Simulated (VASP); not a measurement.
# AlNi (Pm-3m) in VASP: settings compared

The runs below take AlNi through relaxation of cell and atoms, with revPBE, BLYP, PBEsol.

All numbers are computed with VASP 6.6.1; they aren't measurements. Logs are shortened: lines on timing, memory, paths and dates and some standing lists are left out, and cuts for length are marked.

## (1) The cell of the first run

Symmetry: Pm-3m, No. 221, cubic system. Conventional cell: a = 2.881 Å, b = 2.881 Å, c = 2.881 Å, α = 90.00°, β = 90.00°, γ = 90.00°. Within 3.3 Å of Ni (site symmetry m-3m) lie 8 Al at 2.50 Å and 6 Ni at 2.88 Å. Al (site symmetry m-3m) has 8 Ni at 2.50 Å and 6 Al at 2.88 Å within 3.3 Å.

## (2) Relaxation of cell and atoms, revPBE, collinear spin, ferromagnetic start

Input file INCAR:

```
SYSTEM = AlNi
PREC     = Accurate       ! precision mode
ENCUT    = 600            ! plane-wave cutoff, eV
EDIFF    = 1E-7           ! SCF threshold, eV
ISMEAR   = -1             ! smearing method
SIGMA    = 0.05           ! smearing width, eV
LREAL    = .FALSE.        ! projectors in reciprocal space
LASPH    = .TRUE.         ! aspherical terms in the spheres
NELM     = 150            ! most SCF steps
ALGO     = Normal         ! electronic algorithm
ISIF     = 3              ! what is computed and relaxed
LWAVE    = .FALSE.        ! write WAVECAR
LCHARG   = .FALSE.        ! write CHGCAR
ISPIN    = 2              ! spin polarisation
MAGMOM   = 1 0            ! initial moments
LORBIT   = 11             ! projections on sites
LMAXMIX  = 4              ! l up to which the mixer works
GGA      = RE             ! functional
IBRION   = 2              ! ionic algorithm
NSW      = 60             ! ionic steps
EDIFFG   = -0.01          ! ionic threshold
```

Input file KPOINTS:

```
regular mesh
0
G
  9 9 9
  0 0 0
```

Input file POSCAR:

```
AlNi
1.0
    2.8810000000      0.0000000000      0.0000000000
    0.0000000000      2.8810000000      0.0000000000
    0.0000000000      0.0000000000      2.8810000000
Ni Al
1 1
Direct
    0.5000000000      0.5000000000      0.5000000000
    0.0000000000      0.0000000000      0.0000000000
```

Potentials or basis: VASP PAW PBE potentials, release 64 (Ni, Al).

The run is started by

```console
cat potpaw_PBE.64/Ni/POTCAR potpaw_PBE.64/Al/POTCAR > POTCAR
mpirun -np 1 vasp_std > vasp.out
```

OUTCAR:

```text
SYSTEM = AlNi
   PREC = Accurate
   ENCUT = 600
   EDIFF = 1E-7
   ISMEAR = -1
   LREAL = .FALSE.
   LASPH = .TRUE.
   NELM = 150
   ISIF = 3
   ISPIN = 2
   LORBIT = 11
   GGA = RE
   IBRION = 2
   NSW = 60
   EDIFFG = -0.01

 ion  position               nearest neighbor table
   1  0.500  0.500  0.500-   2 2.50   2 2.50   2 2.50   2 2.50   2 2.50   2 2.50   2 2.50   2 2.50

   2  0.000  0.000  0.000-   1 2.50   1 2.50   1 2.50   1 2.50   1 2.50   1 2.50   1 2.50   1 2.50

  LATTYP: Found a simple cubic cell.
 ALAT       =     2.8810000000

  Lattice vectors:

 A1 = (   2.8810000000,   0.0000000000,   0.0000000000)
 A2 = (   0.0000000000,   2.8810000000,   0.0000000000)
 A3 = (   0.0000000000,   0.0000000000,   2.8810000000)

Analysis of symmetry for initial positions (statically):
=====================================================================
 Subroutine PRICEL returns:
 Original cell was already a primitive cell.

 Routine SETGRP: Setting up the symmetry group for a
 simple cubic supercell.

 Subroutine GETGRP returns: Found 48 space group operations
 (whereof 48 operations were pure point group operations)
 out of a pool of 48 trial point group operations.

The static configuration has the point symmetry O_h .

Analysis of symmetry for dynamics (positions and initial velocities):
=====================================================================
 Subroutine PRICEL returns:
 Original cell was already a primitive cell.

 Routine SETGRP: Setting up the symmetry group for a
 simple cubic supercell.

 Subroutine GETGRP returns: Found 48 space group operations
 (whereof 48 operations were pure point group operations)
 out of a pool of 48 trial point group operations.

The dynamic configuration has the point symmetry O_h .

Analysis of structural, dynamic, and magnetic symmetry:
=====================================================================
 Subroutine PRICEL returns:
 Original cell was already a primitive cell.

 Routine SETGRP: Setting up the symmetry group for a
 simple cubic supercell.

 Subroutine GETGRP returns: Found 48 space group operations
 (whereof 48 operations were pure point group operations)
 out of a pool of 48 trial point group operations.

The overall configuration has the point symmetry O_h .

 Subroutine INISYM returns: Found 48 space group operations
 (whereof 48 operations are pure point group operations),
 and found     1 'primitive' translations

----------------------------------------------------------------------------------------

                                     Primitive cell

  volume of cell :      23.9128

  direct lattice vectors                    reciprocal lattice vectors
     2.881000000  0.000000000  0.000000000     0.347101701  0.000000000  0.000000000
[... 95 lines left out ...]
   TEBEG  =    0.0;   TEEND  =   0.0 temperature during run
   PSTRESS=    0.0 pullay stress
   NELECT =      13.0000    total number of electrons
   NUPDOWN=      -1.0000    fix difference up-down
   EMIN   =  10.00;   EMAX   =-10.00  energy-range for DOS
   EFERMI =   0.00;   METHOD = LEGACY
   ISMEAR =    -1;   SIGMA  =   0.05  broadening in eV -4-tet -1-fermi 0-gaus
   EFERMI_NEDOS =   21; number of points for ismear=-14 and -15
   IALGO  =     38    algorithm
   IMIX   =      4    mixing-type and parameters
     AMIX     =   0.40;   BMIX     =  1.00
     AMIX_MAG =   1.60;   BMIX_MAG =  1.00
  volume/ion in A,a.u.               =      11.96        80.69
  Fermi-wavevector in a.u.,A,eV,Ry     =   1.336122  2.524904 24.289410  1.785221
  Thomas-Fermi vector in A             =   2.464773
   LORBIT       =     11    0 simple, 1 ext, 2 COOP (PROOUT), +10 PAW based schemes
   GGA     = RE    functional components
   LHFCALC =     F    Hartree Fock is set to
   AEXX    =    0.0000 exact exchange contribution
   IVDW    =     0    specifies the selected vdW correction
   LEPSILON=     F    determine dielectric tensor
   LRPA    =     F    only Hartree local field effects (RPA)
 conjugate gradient relaxation of ions
 spin polarized calculation
  energy-cutoff  :      600.00
  volume of cell :       23.91
 maximum number of plane-waves:       812
 NGX is ok and might be reduce to    24
   NGX = 11   NGY = 11   NGZ = 11

--------------------------------------- Ionic step        1  -------------------------------------------

 number of electron      13.0000015 magnetization       0.0003575

 number of electron      13.0000015 magnetization      -0.0002692

 Free energy of the ion-electron system (eV)
  ---------------------------------------------------
  ext. energy  EPLUGINS =         0.00000000
  ---------------------------------------------------
  free energy    TOTEN  =        -9.90219947 eV

  energy without entropy =       -9.89557847  energy(sigma->0) =       -9.89888897

 E-fermi :  10.1167     XC(G=0): -11.9840

 val. band max:       10.0511350128   @ k =   0.3333   0.1111   0.0000
 cond. band min:      10.1656766883   @ k =   0.3333   0.1111   0.1111
 fundamental gap:      0.1145416756
 Fermi energy:        10.1167016707

 spin component 1

 k-point     1 :       0.0000    0.0000    0.0000
  band No.  band energies     occupation
      1      -1.0206      1.00000
      2       6.8780      1.00000
      3       6.8780      1.00000
      4       8.5632      1.00000
      5       8.5632      1.00000
      6       8.5632      1.00000
      7      15.6360      0.00000
      8      15.6360      0.00000
      9      15.6360      0.00000
     10      18.1966      0.00000
     11      18.1966      0.00000
[... 737 lines left out ...]
 number of electron      13.0000008 magnetization       0.0000003

 number of electron      13.0000008 magnetization      -0.0000005

 Free energy of the ion-electron system (eV)
  ---------------------------------------------------
  ext. energy  EPLUGINS =         0.00000000
  ---------------------------------------------------
  free energy    TOTEN  =        -9.91227721 eV

  energy without entropy =       -9.90529561  energy(sigma->0) =       -9.90878641

 E-fermi :   9.7294     XC(G=0): -11.8448

 val. band max:        9.6734230330   @ k =   0.3333   0.3333   0.0000
 cond. band min:       9.7728688476   @ k =   0.3333   0.1111   0.1111
 fundamental gap:      0.0994458146
 Fermi energy:         9.7293531403

 spin component 1

 k-point     1 :       0.0000    0.0000    0.0000
  band No.  band energies     occupation
      1      -1.1889      1.00000
      2       6.6352      1.00000
      3       6.6352      1.00000
      4       8.2424      1.00000
      5       8.2424      1.00000
      6       8.2424      1.00000
      7      15.1346      0.00000
      8      15.1346      0.00000
      9      15.1346      0.00000
     10      17.7235      0.00000
     11      17.7235      0.00000
[... 691 lines left out ...]
  FREE ENERGIE OF THE ION-ELECTRON SYSTEM (eV)
  ---------------------------------------------------
  free  energy   TOTEN  =        -9.9122772126 eV

  energy  without entropy=       -9.9052956064  energy(sigma->0) =       -9.90878641

 reached required accuracy - stopping structural energy minimisation

 total charge

# of ion       s       p       d       tot
------------------------------------------
    1        0.462   0.494   8.452   9.407
    2        0.383   0.401   0.000   0.784
--------------------------------------------------
tot          0.845   0.894   8.452  10.191

 magnetization (x)

# of ion       s       p       d       tot
------------------------------------------
    1        0.000   0.000   0.000   0.000
    2       -0.000  -0.000   0.000  -0.000
--------------------------------------------------
tot          0.000   0.000   0.000   0.000
```

OSZICAR:

```text
N       E                     dE             d eps       ncg     rms          rms(c)
DAV:   1     0.452291003814E+02    0.45229E+02   -0.64632E+03  1556   0.146E+03
[... 29 lines left out ...]
DAV:   3    -0.991411877393E+01    0.28895E+00   -0.17820E+00  1778   0.224E+01    0.401E-01
DAV:   4    -0.991292769702E+01    0.11911E-02   -0.11795E-02  1612   0.860E-01    0.251E-01
DAV:   5    -0.991226929903E+01    0.65840E-03   -0.24598E-03  2136   0.660E-01    0.396E-02
DAV:   6    -0.991227901062E+01   -0.97116E-05   -0.56196E-05  1582   0.807E-02    0.169E-02
DAV:   7    -0.991227777053E+01    0.12401E-05   -0.61201E-06  1867   0.421E-02    0.356E-03
DAV:   8    -0.991227726113E+01    0.50941E-06   -0.10027E-07   845   0.354E-03    0.944E-04
DAV:   9    -0.991227721255E+01    0.48575E-07   -0.76838E-08   779   0.235E-03
   3 F= -.99122772E+01 E0= -.99087864E+01  d E =-.100777E-01  mag=     0.0000
```

It took 72 s on 1 thread of Intel Xeon 8259CL, shared host; peak memory 0.16 GiB.

Results:

| Property | Result |
| --- | --- |
| Free energy | -9.9123 eV |
| Relaxed volume | 12.31 Å³/atom |
| Relaxed cell | a = 2.909 Å, b = 2.909 Å, c = 2.909 Å, α = 90.00°, β = 90.00°, γ = 90.00° |
| Space group after relaxing (to 0.1 Å) | Pm-3m (No. 221) |
| Energy gained by relaxing | 5.0 meV/atom |
| Ionic steps | 3 |
| Pressure after relaxing | 0.0 GPa |
| Net moment | 0.00 μB per cell |
| Valence electrons inside the program's atomic spheres | Ni 9.41; Al 0.78 |

The path:
| step | energy change (eV) | largest force (eV/Å) | pressure (GPa) | volume (Å³) |
| --- | --- | --- | --- | --- |
| 1 | 0.0000 | 0.0000 | 4.72 | 23.91 |
| 2 | -0.0048 | 0.0000 | -3.12 | 25.15 |
| 3 | -0.0101 | 0.0000 | 0.01 | 24.62 |

Final structure:
```
Ni Al
1.0
     2.90907    0.00000    0.00000
     0.00000    2.90907    0.00000
     0.00000    0.00000    2.90907
Ni Al
1 1
Direct
  0.50000 0.50000 0.50000
  0.00000 0.00000 0.00000
```

Caveat: the PAW data sets were made with another functional, which shifts forces and pressure a little. revPBE gives volumes clearly too large for solids.

## (3) Relaxation of cell and atoms, BLYP, collinear spin, ferromagnetic start

Input file INCAR:

```
PREC = Accurate ; ENCUT = 600
EDIFF = 1E-6 ; ISMEAR = -1
SIGMA = 0.05 ; LREAL = False
LASPH = True ; NELM = 150
ALGO = Fast ; ISIF = 3
LWAVE = False ; LCHARG = False
ISPIN = 2 ; MAGMOM = 1 0
LORBIT = 11 ; LMAXMIX = 4
GGA = B5 ; ALDAX = 1.0
AGGAX = 1.0 ; AGGAC = 1.0
ALDAC = 0.0 ; IBRION = 2
NSW = 60 ; EDIFFG = -0.01
```

Input file KPOINTS:

```
Automatic mesh
0
Gamma
  9 9 9
```

POSCAR is that of step 2.

Potentials or basis: VASP PAW PBE potentials, release 64 (Ni, Al).

The run is started by

```console
cat potpaw_PBE.64/Ni/POTCAR potpaw_PBE.64/Al/POTCAR > POTCAR
mpirun -np 1 vasp_std > vasp.out
```

Run time: 1.8 min. Hardware: 1 thread of Intel Xeon 8259CL, shared host; peak memory 0.16 GiB.

Results (log left out):

| Property | Result |
| --- | --- |
| Free energy | -8.5973 eV |
| Relaxed volume | 12.49 Å³/atom |
| Relaxed cell | a = 2.923 Å, b = 2.923 Å, c = 2.923 Å, α = 90.00°, β = 90.00°, γ = 90.00° |
| Space group after relaxing (to 0.1 Å) | Pm-3m (No. 221) |
| Energy gained by relaxing | 11.0 meV/atom |
| Ionic steps | 3 |
| Pressure after relaxing | 0.1 GPa |
| Net moment | 0.00 μB per cell |
| Valence electrons inside the program's atomic spheres | Ni 9.45; Al 0.77 |

The path:
```
step  energy change (eV)  largest force (eV/Å)  pressure (GPa)  volume (Å³)
   1              0.0000                0.0000            6.94        23.91
   2             -0.0120                0.0000           -4.04        25.75
   3             -0.0219                0.0000            0.07        24.98
```

Final structure:
```
CELL_PARAMETERS angstrom
2.92317 0.00000 0.00000
0.00000 2.92317 0.00000
0.00000 0.00000 2.92317
ATOMIC_POSITIONS crystal
Ni 0.50000 0.50000 0.50000
Al 0.00000 0.00000 0.00000
```

Levels at points of the mesh, in eV from the Fermi level:
Spin up:
| k point | band 2 | band 3 | band 4 | band 5 | band 6 | band 7 | band 8 | band 9 | band 10 | band 11 |
| --- | --- | --- | --- | --- | --- | --- | --- | --- | --- | --- |
| (0.00, 0.00, 0.00) | -3.02 | -3.02 | -1.50 | -1.50 | -1.50 | 5.32 | 5.32 | 5.32 | 8.19 | 8.19 |
Spin down:
```csv
k point,band 4,band 5,band 6,band 7,band 8,band 9
"(0.00, 0.00, 0.00)",-1.50,-1.50,-1.50,5.32,5.32,5.32
```

Caveat: the PAW data sets were made with another functional, which shifts forces and pressure a little. BLYP gives volumes clearly too large for solids.

## (4) Relaxation of cell and atoms, PBEsol, collinear spin, ferromagnetic start

Input file INCAR:

```
PREC     = Accurate       # precision mode
ENCUT    = 600            # plane-wave cutoff, eV
EDIFF    = 1E-6           # SCF threshold, eV
ISMEAR   = -1             # smearing method
SIGMA    = 0.05           # smearing width, eV
LREAL    = F              # projectors in reciprocal space
LASPH    = T              # aspherical terms in the spheres
NELM     = 150            # most SCF steps
ALGO     = Fast           # electronic algorithm
ISIF     = 3              # what is computed and relaxed
LWAVE    = F              # write WAVECAR
LCHARG   = F              # write CHGCAR
ISPIN    = 2              # spin polarisation
MAGMOM   = 1 0            # initial moments
LORBIT   = 11             # projections on sites
LMAXMIX  = 4              # l up to which the mixer works
GGA      = PS             # functional
IBRION   = 2              # ionic algorithm
NSW      = 60             # ionic steps
EDIFFG   = -0.01          # ionic threshold
```

KPOINTS is that of step 3.

POSCAR is that of step 3.

The run is started by

```console
cat potpaw_PBE.64/Ni/POTCAR potpaw_PBE.64/Al/POTCAR > POTCAR
mpirun -np 1 vasp_std > vasp.out
```

It took 71 s on 1 thread of Intel Xeon 8259CL, shared host; peak memory 0.16 GiB.

The run converged. Its results:

* Free energy: -11.5860 eV
* Relaxed volume: 11.72 Å³/atom
* Relaxed cell: a = 2.862 Å, b = 2.862 Å, c = 2.862 Å, α = 90.00°, β = 90.00°, γ = 90.00°
* Space group after relaxing (to 0.1 Å): Pm-3m (No. 221)
* Energy gained by relaxing: 2.4 meV/atom
* Ionic steps: 3
* Pressure after relaxing: 0.1 GPa
* Net moment: 0.00 μB per cell
* Valence electrons inside the program's atomic spheres: Ni 9.51; Al 0.81

The path:
```
step  energy change (eV)  largest force (eV/Å)  pressure (GPa)  volume (Å³)
   1              0.0000                0.0000           -2.95        23.91
   2             -0.0029                0.0000            2.25        23.16
   3             -0.0048                0.0000            0.12        23.43
```

Final structure:
```
Ni Al
1.0
     2.86158    0.00000    0.00000
     0.00000    2.86158    0.00000
     0.00000    0.00000    2.86158
Ni Al
1 1
Cartesian
  1.4308 1.4308 1.4308
  0.0000 0.0000 0.0000
```

Levels at points of the mesh, in eV from the Fermi level:
Spin up:
| k point | band 4 | band 5 | band 6 | band 7 | band 8 | band 9 |
| --- | --- | --- | --- | --- | --- | --- |
| (0.00, 0.00, 0.00) | -1.60 | -1.60 | -1.60 | 5.58 | 5.58 | 5.58 |
Spin down:
```csv
k point,band 3,band 4,band 5,band 6,band 7,band 8,band 9,band 10
"(0.00, 0.00, 0.00)",-3.35,-1.60,-1.60,-1.60,5.58,5.58,5.58,8.20
```

Caveat: the PAW data sets were made with another functional, which shifts forces and pressure a little.

## (5) The runs side by side

```tsv
level	gap on the mesh (eV)	pressure (GPa)	moment (μB)	relaxed volume (Å³/atom)
revPBE	none	0.0	0.00	12.31
BLYP	none	0.1	0.00	12.49
PBEsol	none	0.1	0.00	11.72
```

Alike in all rows: task relaxation of cell and atoms; potentials or basis VASP PAW PBE potentials, release 64 (Ni, Al); spin collinear, ferromagnetic start; cell relaxed; k mesh 9 × 9 × 9; cutoff (eV) 600; smearing fermi-dirac 0.05 eV.

Caveats: the PAW data sets were made with another functional, which shifts forces and pressure a little.

Absolute energies hang on the potentials; compare differences alone.
